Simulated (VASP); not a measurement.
# Se (Im-3m) in VASP: notebook

The runs below take Se through single point, relaxation of cell and atoms, with PBEsol.

Everything below comes from runs of VASP 6.6.1. Logs are shortened: lines on timing, memory, paths and dates and some standing lists are left out, and cuts for length are marked.

## 1. The cell of the first run

Symmetry: Im-3m, No. 229, cubic system. Conventional cell: a = 3.379 Å, b = 3.379 Å, c = 3.379 Å, α = 90.00°, β = 90.00°, γ = 90.00°. Se (site symmetry m-3m) has 14 Se at 2.93 to 3.38 Å within 3.9 Å.

## 2. Single point, PBEsol

File INCAR:

```
SYSTEM = Se
PREC     = Accurate       ! precision mode
ENCUT    = 520            ! plane-wave cutoff, eV
EDIFF    = 1E-6           ! SCF threshold, eV
ISMEAR   = -1             ! smearing method
SIGMA    = 0.08           ! smearing width, eV
LREAL    = .False.        ! projectors in reciprocal space
LASPH    = .True.         ! aspherical terms in the spheres
NELM     = 60             ! most SCF steps
ALGO     = Normal         ! electronic algorithm
ISIF     = 2              ! what is computed and relaxed
LWAVE    = .False.        ! write WAVECAR
LCHARG   = .False.        ! write CHGCAR
GGA      = PS             ! functional
NBANDS   = 9              ! bands
```

File KPOINTS:

```
regular mesh
0
Gamma
  20 20 20
  0 0 0
```

File POSCAR:

```
Se
1.0
   -1.6895347335      1.6895347335      1.6895347335
    1.6895347335     -1.6895347335      1.6895347335
    1.6895347335      1.6895347335     -1.6895347335
Se
1
Direct
    0.0000000000      0.0000000000      0.0000000000
```

Potentials or basis: VASP PAW PBE potentials, release 64 (Se).

On the command line:

```bash
$ cat potpaw_PBE.64/Se/POTCAR > POTCAR
$ mpirun -np 1 vasp_std > vasp.out
```

OUTCAR:

```text
SYSTEM = Se
   PREC = Accurate
   ENCUT = 520
   EDIFF = 1E-6
   ISMEAR = -1
   LREAL = .False.
   LASPH = .True.
   NELM = 60
   ISIF = 2
   GGA = PS

 ion  position               nearest neighbor table
   1  0.000  0.000  0.000-

  LATTYP: Found a body centered cubic cell.
 ALAT       =     3.3790694670

  Lattice vectors:

 A1 = (  -1.6895347335,   1.6895347335,   1.6895347335)
 A2 = (   1.6895347335,  -1.6895347335,   1.6895347335)
 A3 = (   1.6895347335,   1.6895347335,  -1.6895347335)

Analysis of symmetry for initial positions (statically):
=====================================================================
 Subroutine PRICEL returns:
 Original cell was already a primitive cell.

 Routine SETGRP: Setting up the symmetry group for a
 body centered cubic supercell.

 Subroutine GETGRP returns: Found 48 space group operations
 (whereof 48 operations were pure point group operations)
 out of a pool of 48 trial point group operations.

The static configuration has the point symmetry O_h .

Analysis of symmetry for dynamics (positions and initial velocities):
=====================================================================
 Subroutine PRICEL returns:
 Original cell was already a primitive cell.

 Routine SETGRP: Setting up the symmetry group for a
 body centered cubic supercell.

 Subroutine GETGRP returns: Found 48 space group operations
 (whereof 48 operations were pure point group operations)
 out of a pool of 48 trial point group operations.

The dynamic configuration has the point symmetry O_h .

 Subroutine INISYM returns: Found 48 space group operations
 (whereof 48 operations are pure point group operations),
 and found     1 'primitive' translations

----------------------------------------------------------------------------------------

                                     Primitive cell

  volume of cell :      19.2913

  direct lattice vectors                    reciprocal lattice vectors
    -1.689534733  1.689534733  1.689534733     0.000000000  0.295939462  0.295939462
     1.689534733 -1.689534733  1.689534733     0.295939462  0.000000000  0.295939462
     1.689534733  1.689534733 -1.689534733     0.295939462  0.295939462  0.000000000

  length of vectors
     2.926360000  2.926360000  2.926360000     0.418521601  0.418521601  0.418521601

  position of ions in fractional coordinates (direct lattice)
     0.000000000  0.000000000  0.000000000

  ion indices of the primitive-cell ions
   primitive index   ion index
                 1           1

----------------------------------------------------------------------------------------

 KPOINTS: regular mesh

Automatic generation of k-mesh.
 Grid dimensions read from file:
 generate k-points for:   20   20   20

 Generating k-lattice:

  Cartesian coordinates                     Fractional coordinates (reciprocal lattice)
     0.000000000  0.014796973  0.014796973     0.050000000  0.000000000  0.000000000
     0.014796973  0.000000000  0.014796973     0.000000000  0.050000000  0.000000000
     0.014796973  0.014796973  0.000000000     0.000000000  0.000000000  0.050000000

  Length of vectors
     0.020926080  0.020926080  0.020926080

  Shift w.r.t. Gamma in fractional coordinates (k-lattice)
     0.000000000  0.000000000  0.000000000

 Subroutine IBZKPT returns following result:
 ===========================================

 Found    256 irreducible k-points:

 Following reciprocal coordinates:
            Coordinates               Weight
  0.000000  0.000000  0.000000      1.000000
  0.050000  0.000000  0.000000     12.000000
  0.100000  0.000000  0.000000     12.000000
  0.150000  0.000000  0.000000     12.000000
  0.200000  0.000000  0.000000     12.000000
  0.250000  0.000000  0.000000     12.000000
[... 16 lines left out ...]
  0.200000  0.100000  0.000000     48.000000
  0.250000  0.100000  0.000000     48.000000
 [... further k-points ...]
   k-points           NKPTS =    256   k-points in BZ     NKDIM =    256   number of bands    NBANDS=      9
   number of dos      NEDOS =    301   number of ions     NIONS =      1
   total plane-waves  NPLWV =  13824
   dimension x,y,z NGX =    24 NGY =   24 NGZ =   24
   dimension x,y,z NGXF=    48 NGYF=   48 NGZF=   48
   ions per type =               1
   NGX,Y,Z   is equivalent  to a cutoff of  13.63, 13.63, 13.63 a.u.
   NGXF,Y,Z  is equivalent  to a cutoff of  27.27, 27.27, 27.27 a.u.
 SYSTEM =  Se
   PREC   = accura    normal or accurate (medium, high low for compatibility)
   ISTART =      0    job   : 0-new  1-cont  2-samecut
   ICHARG =      2    charge: 1-file 2-atom 10-const
   ISPIN  =      1    spin polarized calculation?
   LNONCOLLINEAR =      F non collinear calculations
   LSORBIT =      F    spin-orbit coupling
   LASPH  =      T    aspherical Exc in radial PAW
   ENCUT  =  520.0 eV  38.22 Ry    6.18 a.u.   5.44  5.44  5.44*2*pi/ulx,y,z
   NELM   =     60;   NELMIN=  2; NELMDL= -5     # of ELM steps
   EDIFF  = 0.1E-05   stopping-criterion for ELM
   LREAL  =      F    real-space projection
   EDIFFG = 0.1E-04   stopping-criterion for IOM
   NSW    =      0    number of steps for IOM
   IBRION =     -1    ionic relax: 0-MD 1-quasi-New 2-CG
   NFREE  =      0    steps in history (QN), initial steepest desc. (CG)
   ISIF   =      2    stress and relaxation
   ISYM   =      2    0-nonsym 1-usesym 2-fastsym
   POTIM  = 0.5000    time-step for ionic-motion
   TEBEG  =    0.0;   TEEND  =   0.0 temperature during run
   PSTRESS=    0.0 pullay stress
   NELECT =       6.0000    total number of electrons
   NUPDOWN=      -1.0000    fix difference up-down
   EMIN   =  10.00;   EMAX   =-10.00  energy-range for DOS
   EFERMI =   0.00;   METHOD = LEGACY
   ISMEAR =    -1;   SIGMA  =   0.08  broadening in eV -4-tet -1-fermi 0-gaus
   EFERMI_NEDOS =   21; number of points for ismear=-14 and -15
   IALGO  =     38    algorithm
   IMIX   =      4    mixing-type and parameters
     AMIX     =   0.40;   BMIX     =  1.00
     AMIX_MAG =   1.60;   BMIX_MAG =  1.00
  volume/ion in A,a.u.               =      19.29       130.18
  Fermi-wavevector in a.u.,A,eV,Ry     =   1.109187  2.096060 16.739192  1.230296
  Thomas-Fermi vector in A             =   2.245724
   LORBIT       =      0    0 simple, 1 ext, 2 COOP (PROOUT), +10 PAW based schemes
   GGA     = PS    functional components
   LHFCALC =     F    Hartree Fock is set to
   AEXX    =    0.0000 exact exchange contribution
   IVDW    =     0    specifies the selected vdW correction
   LEPSILON=     F    determine dielectric tensor
   LRPA    =     F    only Hartree local field effects (RPA)
 non-spin polarized calculation
  energy-cutoff  :      520.00
  volume of cell :       19.29
 maximum number of plane-waves:       537
 NGX is ok and might be reduce to    24
   NGX = 11   NGY = 11   NGZ = 11

 number of electron       6.0000001 magnetization

 Free energy of the ion-electron system (eV)
  ---------------------------------------------------
  ext. energy  EPLUGINS =         0.00000000
  ---------------------------------------------------
  free energy    TOTEN  =        -3.40243999 eV

  energy without entropy =       -3.38814017  energy(sigma->0) =       -3.39529008

 E-fermi :   6.0414     XC(G=0): -10.9613

 val. band max:        6.0409623773   @ k =  -0.4500  -0.4500   0.2000
 cond. band min:       6.0567047699   @ k =  -0.3500   0.3500   0.1000
 fundamental gap:      0.0157423926
 Fermi energy:         6.0414263159

 k-point     1 :       0.0000    0.0000    0.0000
  band No.  band energies     occupation
      1     -10.5680      2.00000
      2       9.3014      0.00000
      3       9.3014      0.00000
      4       9.3014      0.00000
      5      17.7804      0.00000
      6      18.5629      0.00000
      7      18.5629      0.00000
      8      18.5629      0.00000
      9      21.5959      0.00000

 k-point     2 :       0.0500    0.0000    0.0000
  band No.  band energies     occupation
      1     -10.5119      2.00000
      2       8.9327      0.00000
      3       9.1761      0.00000
      4       9.2786      0.00000
      5      17.9644      0.00000
      6      18.3057      0.00000
      7      18.5344      0.00000
      8      18.8066      0.00000
      9      20.9093      0.00000

 k-point     3 :       0.1000    0.0000    0.0000
  band No.  band energies     occupation
      1     -10.3444      2.00000
      2       7.9764      0.00000
      3       8.8395      0.00000
      4       9.2121      0.00000
      5      17.5248      0.00000
      6      17.7078      0.00000
      7      19.1652      0.00000
      8      19.4981      0.00000
      9      20.5014      0.00000

 k-point     4 :       0.1500    0.0000    0.0000
  band No.  band energies     occupation
      1     -10.0681      2.00000
      2       6.6930      0.00058
      3       8.3773      0.00000
      4       9.1070      0.00000
      5      16.5912      0.00000
      6      17.0091      0.00000
      7      19.9403      0.00000
      8      20.5513      0.00000
      9      20.7108      0.00000

 k-point     5 :       0.2000    0.0000    0.0000
  band No.  band energies     occupation
      1      -9.6880      2.00000
      2       5.2688      1.99987
      3       7.8719      0.00000
      4       8.9727      0.00000
      5      15.6440      0.00000
      6      16.3313      0.00000
      7      20.4174      0.00000
      8      20.6554      0.00000
      9      21.8820      0.00000

 k-point     6 :       0.2500    0.0000    0.0000
  band No.  band energies     occupation
      1      -9.2132      2.00000
      2       3.8163      2.00000
      3       7.3827      0.00000
      4       8.8221      0.00000
      5      14.8127      0.00000
      6      15.7259      0.00000
      7      20.8036      0.00000
      8      20.9306      0.00000
      9      23.4377      0.00000
[... 169 lines left out ...]
 k-point    21 :       0.1000    0.1000    0.0000
  band No.  band energies     occupation
      1      -9.9041      2.00000
      2       6.1836      0.28923
      3       8.1104      0.00000
      4       8.7709      0.00000
      5      16.6303      0.00000
      6      17.0691      0.00000
      7      19.1820      0.00000
      8      19.8162      0.00000
      9      21.9871      0.00000

 k-point    22 :       0.1500    0.1000    0.0000
  band No.  band energies     occupation
      1      -9.5274      2.00000
      2       4.9933      2.00000
      3       7.4565      0.00000
      4       8.5547      0.00000
      5      15.9949      0.00000
      6      16.6388      0.00000
      7      19.4956      0.00000
      8      20.3238      0.00000
      9      22.5013      0.00000

 k-point    23 :       0.2000    0.1000    0.0000
  band No.  band energies     occupation
      1      -9.0574      2.00000
      2       3.7114      2.00000
      3       6.8145      0.00013
      4       8.3493      0.00000
      5      15.3351      0.00000
      6      16.2804      0.00000
      7      19.6070      0.00000
      8      21.5811      0.00000
      9      23.0148      0.00000

 k-point    24 :       0.2500    0.1000    0.0000
  band No.  band energies     occupation
      1      -8.5110      2.00000
      2       2.4200      2.00000
      3       6.2628      0.11819
      4       8.1538      0.00000
      5      14.7532      0.00000
      6      15.9873      0.00000
      7      19.8621      0.00000
      8      23.0453      0.00000
      9      23.6184      0.00000

 [... further k-points ...]

------------------------ aborting loop because EDIFF is reached ----------------------------------------

  FORCE on cell =-STRESS in cart. coord.  units (eV):
  Direction    XX          YY          ZZ          XY          YZ          ZX
  --------------------------------------------------------------------------------------
  -------------------------------------------------------------------------------------
  Total        0.0082661      0.0082661      0.0082661      0.0000000      0.0000000     -0.0000000
  in kB        0.6865183      0.6865183      0.6865183      0.0000000      0.0000000     -0.0000000
  external PRESSURE =       0.6865183 kB  Pullay stress =       0.0000000 kB

 VOLUME and BASIS-vectors are now :
 -----------------------------------------------------------------------------
  energy-cutoff  :      520.00
  volume of cell :       19.29
      direct lattice vectors                 reciprocal lattice vectors
    -1.689534733  1.689534733  1.689534733     0.000000000  0.295939462  0.295939462
     1.689534733 -1.689534733  1.689534733     0.295939462  0.000000000  0.295939462
     1.689534733  1.689534733 -1.689534733     0.295939462  0.295939462  0.000000000

 POSITION                                       TOTAL-FORCE (eV/Angst)
 -----------------------------------------------------------------------------------
      0.00000      0.00000      0.00000        -0.000000      0.000000     -0.000000
 -----------------------------------------------------------------------------------
    total drift:                               -0.000000      0.000000      0.000000

  FREE ENERGIE OF THE ION-ELECTRON SYSTEM (eV)
  ---------------------------------------------------
  free  energy   TOTEN  =        -3.4024399875 eV

  energy  without entropy=       -3.3881401652  energy(sigma->0) =       -3.39529008
```

It took 22 s on 1 thread of AMD EPYC 9R14 (Zen 4), shared host; peak memory 0.14 GiB.

Results:

* Free energy: -3.4024 eV
* Pressure: 0.1 GPa
* Band gap on the k mesh: zero (band 3 reaches 9.30 eV, above the bottom of band 4 at 2.00 eV)

Caveat: the PAW data sets were made with another functional, which shifts forces and pressure a little.

## 3. Relaxation of cell and atoms, PBEsol, target pressure 290 GPa, at which the enthalpy is minimised

This run uses another cell than the first one, of 9.38 Å³/atom, 0.486 times its volume.

File INCAR:

```
SYSTEM = Se
PREC     = Accurate       ! precision mode
ENCUT    = 600            ! plane-wave cutoff, eV
EDIFF    = 1E-6           ! SCF threshold, eV
ISMEAR   = -1             ! smearing method
SIGMA    = 0.08           ! smearing width, eV
LREAL    = .FALSE.        ! projectors in reciprocal space
LASPH    = .TRUE.         ! aspherical terms in the spheres
NELM     = 60             ! most SCF steps
ALGO     = Normal         ! electronic algorithm
ISIF     = 3              ! what is computed and relaxed
LWAVE    = .FALSE.        ! write WAVECAR
LCHARG   = .FALSE.        ! write CHGCAR
GGA      = PS             ! functional
IBRION   = 2              ! ionic algorithm
NSW      = 60             ! ionic steps
EDIFFG   = -0.005         ! ionic threshold
PSTRESS  = 2900.0
```

File KPOINTS:

```
regular mesh
0
G
  20 20 20
  0 0 0
```

File POSCAR:

```
Se
1.0
   -1.3283500839      1.3283500839      1.3283500839
    1.3283500839     -1.3283500839      1.3283500839
    1.3283500839      1.3283500839     -1.3283500839
Se
1
Direct
    0.0000000000      0.0000000000      0.0000000000
```

Potentials or basis: VASP PAW PBE potentials, release 64 (Se).

On the command line:

```bash
$ cat potpaw_PBE.64/Se/POTCAR > POTCAR
$ mpirun -np 1 vasp_std > vasp.out
```

It took 24 s on 1 thread of AMD EPYC 9R14 (Zen 4), shared host; peak memory 0.11 GiB.

Results (log left out):

* Free energy: 1.3346 eV
* Relaxed volume: 9.48 Å³/atom
* Relaxed cell: a = 2.309 Å, b = 2.309 Å, c = 2.309 Å, α = 109.47°, β = 109.47°, γ = 109.47°
* Space group after relaxing (to 0.05 Å): Im-3m (No. 229)
* Energy change on relaxing (the enthalpy is what falls): -193.5 meV/atom
* Ionic steps: 4
* Pressure after relaxing: 290.0 GPa
* Band gap on the k mesh: zero (band 3 reaches 28.11 eV, above the bottom of band 4 at 8.55 eV)

The path:
```csv
step,energy change (eV),largest force (eV/Å),pressure (GPa),volume (Å³)
1,0.0000,0.0000,301.72,9.38
2,-1.5250,0.0000,212.31,10.34
3,-0.2057,0.0000,289.26,9.49
4,-0.1935,0.0000,289.99,9.48
```

Final structure:
```
Se
1.0
    -1.33328    1.33328    1.33328
     1.33328   -1.33328    1.33328
     1.33328    1.33328   -1.33328
Se
1
Direct
  0.00000 0.00000 0.00000
```

Levels at points of the mesh, in eV from the Fermi level:
```
           k point  band 1  band 2  band 3  band 4  band 5  band 6  band 7
(0.00, 0.00, 0.00)  -26.89    9.52    9.52    9.52   14.70   14.70   14.70
(0.50, 0.00, 0.00)  -16.77  -15.57    0.80    4.43    6.99    8.77   24.08
(0.50, 0.50, 0.50)   -7.50   -7.50   -7.50   -6.62   -1.05   -1.05   32.57
```

Caveat: the cell is relaxed towards a set pressure, so the enthalpy falls and the energy may rise; the PAW data sets were made with another functional, which shifts forces and pressure a little.
